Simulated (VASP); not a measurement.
# PtSe2 in VASP: single point with PBE+D3(BJ)

Aim: the single point of PtSe2 with PBE+D3(BJ).

All numbers are computed with VASP 6.6.1; they aren't measurements. Logs are shortened: lines on timing, memory, paths and dates and some standing lists are left out, and cuts for length are marked.

## Step 1: The cell of the first run

The cell holds a slab with vacuum, 6 atoms: a = 3.707 Å, b = 3.707 Å, c = 22.798 Å, α = 90.00°, β = 90.00°, γ = 120.00°.

## Step 2: Single point, PBE+D3(BJ) (layers slid over each other)

The input, INCAR:

```
PREC     = Accurate       # precision mode
ENCUT    = 520            # plane-wave cutoff, eV
EDIFF    = 1E-6           # SCF threshold, eV
ISMEAR   = 0              # smearing method
SIGMA    = 0.05           # smearing width, eV
LREAL    = False          # projectors in reciprocal space
LASPH    = True           # aspherical terms in the spheres
NELM     = 60             # most SCF steps
ALGO     = Normal         # electronic algorithm
ISIF     = 2              # what is computed and relaxed
LWAVE    = False          # write WAVECAR
LCHARG   = True           # write CHGCAR
LDIPOL   = True         
IDIPOL   = 3            
DIPOL    = 0.5 0.5 0.382
GGA      = PE             # functional
IVDW     = 12             # dispersion correction
LELF     = True           # ELF
LVHAR    = True         
LVACPOTAV= True         
NBANDS   = 31             # bands
```

The input, KPOINTS:

```
Automatic mesh
0
Gamma
  9 9 1
```

The input, POSCAR:

```
PtSe2
1.0
    3.7070358307      0.0000000000      0.0000000000
   -1.8535179153      3.2103872021      0.0000000000
    0.0000000000      0.0000000000     22.7981611688
Se Pt
4 2
Direct
    0.6666666667      0.3333333333      0.1973843402
    0.3333333333      0.6666666667      0.3135814565
    0.5000000000      1.3333333333      0.4499959672
    0.8333333333      1.0000000000      0.5661930834
    0.0000000000      0.0000000000      0.2554828983
    1.1666666667      1.6666666667      0.5080945253
```

Potentials or basis: VASP PAW PBE potentials, release 64 (Se, Pt).

The run is started by

```sh
$ cat potpaw_PBE.64/Se/POTCAR potpaw_PBE.64/Pt/POTCAR > POTCAR
$ mpirun -np 1 vasp_std > vasp.out
```

OUTCAR:

```text
PREC = Accurate
   ENCUT = 520
   EDIFF = 1E-6
   ISMEAR = 0
   LREAL = False
   LASPH = True
   NELM = 60
   ISIF = 2
   GGA = PE
   IVDW = 12
 IVDW          = 12

 ion  position               nearest neighbor table
   1  0.667  0.333  0.197-   5 2.52   5 2.52   5 2.52
   2  0.333  0.667  0.314-   5 2.52   5 2.52   5 2.52
   3  0.500  0.333  0.450-   6 2.52   6 2.52   6 2.52
   4  0.833  0.000  0.566-   6 2.52   6 2.52   6 2.52
   5  0.000  0.000  0.255-   1 2.52   1 2.52   1 2.52   2 2.52   2 2.52   2 2.52
   6  0.167  0.667  0.508-   3 2.52   4 2.52   3 2.52   4 2.52   4 2.52   3 2.52

  LATTYP: Found a hexagonal cell.
 ALAT       =     3.7070358307
 C/A-ratio  =     6.1499705452

  Lattice vectors:

 A1 = (   3.7070358307,   0.0000000000,   0.0000000000)
 A2 = (  -1.8535179153,   3.2103872021,   0.0000000000)
 A3 = (   0.0000000000,   0.0000000000,  22.7981611688)

Analysis of symmetry for initial positions (statically):
=====================================================================
 Subroutine PRICEL returns:
 Original cell was already a primitive cell.

 Routine SETGRP: Setting up the symmetry group for a
 hexagonal supercell.

 Subroutine GETGRP returns: Found  1 space group operations
 (whereof  1 operations were pure point group operations)
 out of a pool of 24 trial point group operations.

The static configuration has the point symmetry C_1 .

Analysis of symmetry for dynamics (positions and initial velocities):
=====================================================================
 Subroutine PRICEL returns:
 Original cell was already a primitive cell.

 Routine SETGRP: Setting up the symmetry group for a
 hexagonal supercell.

 Subroutine GETGRP returns: Found  1 space group operations
 (whereof  1 operations were pure point group operations)
 out of a pool of 24 trial point group operations.

The dynamic configuration has the point symmetry C_1 .

 Subroutine INISYM returns: Found  1 space group operations
 (whereof  1 operations are pure point group operations),
 and found     1 'primitive' translations

----------------------------------------------------------------------------------------

                                     Primitive cell

  volume of cell :     271.3214

  direct lattice vectors                    reciprocal lattice vectors
     3.707035831  0.000000000  0.000000000     0.269757306  0.155744453  0.000000000
    -1.853517915  3.210387202  0.000000000     0.000000000  0.311488907  0.000000000
     0.000000000  0.000000000 22.798161169     0.000000000  0.000000000  0.043863187

  length of vectors
     3.707035831  3.707035831 22.798161169     0.311488907  0.311488907  0.043863187

  position of ions in fractional coordinates (direct lattice)
     0.666666667  0.333333333  0.197384340
     0.333333333  0.666666667  0.313581457
     0.500000000  0.333333333  0.449995967
     0.833333333  0.000000000  0.566193083
     0.000000000  0.000000000  0.255482898
     0.166666667  0.666666667  0.508094525

  ion indices of the primitive-cell ions
   primitive index   ion index
                 1           1
                 2           2
                 3           3
                 4           4
                 5           5
                 6           6

----------------------------------------------------------------------------------------

 KPOINTS: Automatic mesh

Automatic generation of k-mesh.
 Grid dimensions read from file:
 generate k-points for:    9    9    1

 Generating k-lattice:

  Cartesian coordinates                     Fractional coordinates (reciprocal lattice)
     0.029973034  0.017304939  0.000000000     0.111111111  0.000000000  0.000000000
     0.000000000  0.034609879  0.000000000     0.000000000  0.111111111  0.000000000
     0.000000000  0.000000000  0.043863187     0.000000000  0.000000000  1.000000000

  Length of vectors
     0.034609879  0.034609879  0.043863187

  Shift w.r.t. Gamma in fractional coordinates (k-lattice)
     0.000000000  0.000000000  0.000000000

 Subroutine IBZKPT returns following result:
 ===========================================

 Found     41 irreducible k-points:

 Following reciprocal coordinates:
            Coordinates               Weight
  0.000000  0.000000  0.000000      1.000000
  0.111111  0.000000  0.000000      2.000000
  0.000000  0.111111  0.000000      2.000000
 -0.111111  0.111111  0.000000      2.000000
  0.222222 -0.000000  0.000000      2.000000
  0.000000  0.222222  0.000000      2.000000
[... 16 lines left out ...]
  0.333333  0.111111  0.000000      2.000000
 -0.111111  0.444444  0.000000      2.000000
 [... further k-points ...]
   k-points           NKPTS =     41   k-points in BZ     NKDIM =     41   number of bands    NBANDS=     31
   number of dos      NEDOS =    301   number of ions     NIONS =      6
   total plane-waves  NPLWV = 141120
   dimension x,y,z NGX =    28 NGY =   28 NGZ =  180
   dimension x,y,z NGXF=    56 NGYF=   56 NGZF=  360
   ions per type =               4   2
   NGX,Y,Z   is equivalent  to a cutoff of  12.56, 12.56, 13.13 a.u.
   NGXF,Y,Z  is equivalent  to a cutoff of  25.11, 25.11, 26.25 a.u.
 SYSTEM =  unknown system
   PREC   = accura    normal or accurate (medium, high low for compatibility)
   ISTART =      0    job   : 0-new  1-cont  2-samecut
   ICHARG =      2    charge: 1-file 2-atom 10-const
   ISPIN  =      1    spin polarized calculation?
   LNONCOLLINEAR =      F non collinear calculations
   LSORBIT =      F    spin-orbit coupling
   LASPH  =      T    aspherical Exc in radial PAW
   ENCUT  =  520.0 eV  38.22 Ry    6.18 a.u.   6.89  6.89 42.39*2*pi/ulx,y,z
   NELM   =     60;   NELMIN=  2; NELMDL= -5     # of ELM steps
   EDIFF  = 0.1E-05   stopping-criterion for ELM
   LREAL  =      F    real-space projection
   EDIFFG = 0.1E-04   stopping-criterion for IOM
   NSW    =      0    number of steps for IOM
   IBRION =     -1    ionic relax: 0-MD 1-quasi-New 2-CG
   NFREE  =      0    steps in history (QN), initial steepest desc. (CG)
   ISIF   =      2    stress and relaxation
   ISYM   =      2    0-nonsym 1-usesym 2-fastsym
   POTIM  = 0.5000    time-step for ionic-motion
   TEBEG  =    0.0;   TEEND  =   0.0 temperature during run
   PSTRESS=    0.0 pullay stress
   NELECT =      44.0000    total number of electrons
   NUPDOWN=      -1.0000    fix difference up-down
   EMIN   =  10.00;   EMAX   =-10.00  energy-range for DOS
   EFERMI =   0.00;   METHOD = LEGACY
   ISMEAR =     0;   SIGMA  =   0.05  broadening in eV -4-tet -1-fermi 0-gaus
   EFERMI_NEDOS =   21; number of points for ismear=-14 and -15
   IALGO  =     38    algorithm
   IMIX   =      4    mixing-type and parameters
     AMIX     =   0.40;   BMIX     =  1.00
     AMIX_MAG =   1.60;   BMIX_MAG =  1.00
  volume/ion in A,a.u.               =      45.22       305.16
  Fermi-wavevector in a.u.,A,eV,Ry     =   0.892752  1.687058 10.843938  0.797007
  Thomas-Fermi vector in A             =   2.014742
   LORBIT       =      0    0 simple, 1 ext, 2 COOP (PROOUT), +10 PAW based schemes
   GGA     = PE    functional components
   LHFCALC =     F    Hartree Fock is set to
   AEXX    =    0.0000 exact exchange contribution
   IVDW    =    12    specifies the selected vdW correction
   LEPSILON=     F    determine dielectric tensor
   LRPA    =     F    only Hartree local field effects (RPA)
 non-spin polarized calculation
 Gauss-broadening in eV      SIGMA  =   0.05
  energy-cutoff  :      520.00
  volume of cell :      271.32
 maximum number of plane-waves:      7334
   NGX = 13   NGY = 13   NGZ = 85

 dipolmoment           0.000000      0.000000      0.000187 electrons x Angstroem

 number of electron      44.0000001 magnetization

 dipolmoment           0.000000      0.000000     -0.002451 electrons x Angstroem

 Free energy of the ion-electron system (eV)
  ---------------------------------------------------
  ext. energy  EPLUGINS =         0.00000000
  ---------------------------------------------------
  free energy    TOTEN  =       -28.55109261 eV

  energy without entropy =      -28.55109261  energy(sigma->0) =      -28.55109261

 E-fermi :  -0.0371     XC(G=0):  -5.4648

 val. band max:       -0.2516403044   @ k =   0.0000   0.1111   0.0000
 cond. band min:       0.4949761821   @ k =   0.2222  -0.0000   0.0000
 fundamental gap:      0.7466164865
 Fermi energy:        -0.0370723227

 k-point     1 :       0.0000    0.0000    0.0000
  band No.  band energies     occupation
      1     -14.8076      2.00000
      2     -14.6906      2.00000
      3     -13.0902      2.00000
      4     -12.8793      2.00000
      5      -6.1220      2.00000
      6      -5.7984      2.00000
[... 23 lines left out ...]
     30       4.8222      0.00000
     31       4.9727      0.00000

 k-point     2 :       0.1111    0.0000    0.0000
  band No.  band energies     occupation
      1     -14.6757      2.00000
      2     -14.5582      2.00000
      3     -13.0891      2.00000
      4     -12.8908      2.00000
      5      -6.0258      2.00000
      6      -5.8102      2.00000
[... 23 lines left out ...]
     30       5.4465      0.00000
     31       5.6314      0.00000

 k-point     3 :       0.0000    0.1111    0.0000
  band No.  band energies     occupation
      1     -14.6751      2.00000
      2     -14.5587      2.00000
      3     -13.0879      2.00000
      4     -12.8921      2.00000
      5      -6.0269      2.00000
      6      -5.8111      2.00000
[... 703 lines left out ...]
     30       6.4259      0.00000
     31       6.7877      0.00000

 k-point    24 :      -0.1111    0.4444    0.0000
  band No.  band energies     occupation
      1     -13.5191      2.00000
      2     -13.4326      2.00000
      3     -13.0903      2.00000
      4     -13.0160      2.00000
      5      -6.3997      2.00000
      6      -6.3267      2.00000
[... 23 lines left out ...]
     30       6.3968      0.00000
     31       6.7718      0.00000

 [... further k-points ...]

------------------------ aborting loop because EDIFF is reached ----------------------------------------

 Edisp (eV)   -2.14185

 E8    (eV) :    -0.9495

  FORCE on cell =-STRESS in cart. coord.  units (eV):
  Direction    XX          YY          ZZ          XY          YZ          ZX
  --------------------------------------------------------------------------------------
  -------------------------------------------------------------------------------------
  Total      -0.01880     0.01249    -0.56857    -0.12444    -0.14391     0.22348
  in kB      -0.11104     0.07374    -3.35746    -0.73481    -0.84983     1.31970
  external pressure =       -1.13 kB  Pullay stress =        0.00 kB

 VOLUME and BASIS-vectors are now :
 -----------------------------------------------------------------------------
  energy-cutoff  :      520.00
  volume of cell :      271.32
      direct lattice vectors                 reciprocal lattice vectors
     3.707035831  0.000000000  0.000000000     0.269757306  0.155744453  0.000000000
    -1.853517915  3.210387202  0.000000000     0.000000000  0.311488907  0.000000000
     0.000000000  0.000000000 22.798161169     0.000000000  0.000000000  0.043863187

 POSITION                                       TOTAL-FORCE (eV/Angst)
 -----------------------------------------------------------------------------------
      1.85352      1.07013      4.50000        -0.034111      0.010683     -0.014497
     -0.00000      2.14026      7.14908        -0.060378      0.035732      0.016634
      1.23568      1.07013     10.25908         0.049577     -0.035840     -0.036928
      3.08920      0.00000     12.90816         0.007094     -0.014834      0.009971
      0.00000      0.00000      5.82454         0.040000     -0.010876      0.106457
     -0.61784      2.14026     11.58362        -0.002183      0.015135     -0.081637
 -----------------------------------------------------------------------------------
    total drift:                                0.000122      0.000019      0.000160

  FREE ENERGIE OF THE ION-ELECTRON SYSTEM (eV)
  ---------------------------------------------------
  free  energy   TOTEN  =       -30.6929388923 eV

  energy  without entropy=      -30.6929388923  energy(sigma->0) =      -30.69293889

 vacuum level on the upper side and lower side of the slab         4.963         5.000
```

Run time: 15 min. Hardware: 1 thread of Intel Xeon Platinum 8259CL at 2.50GHz (Skylake/Cascade Lake), shared host; peak memory 0.54 GiB.

What came out:

| Quantity | Value |
| --- | --- |
| Free energy | -30.6929 eV |
| Largest force | 0.114 eV/Å |
| Band gap on the k mesh | 0.75 eV (least direct gap 1.00 eV) |
| Dispersion energy per atom | -0.357 eV |

Forces in eV/Å, atoms in the order of the input:
```
Se  -0.034  0.011 -0.014
Se  -0.060  0.036  0.017
Se   0.050 -0.036 -0.037
Se   0.007 -0.015  0.010
Pt   0.040 -0.011  0.106
Pt  -0.002  0.015 -0.082
```

Caveat: the cell differs from its parent crystal (layers slid over each other); spin-orbit coupling is left out, which moves the levels of the heavy elements.
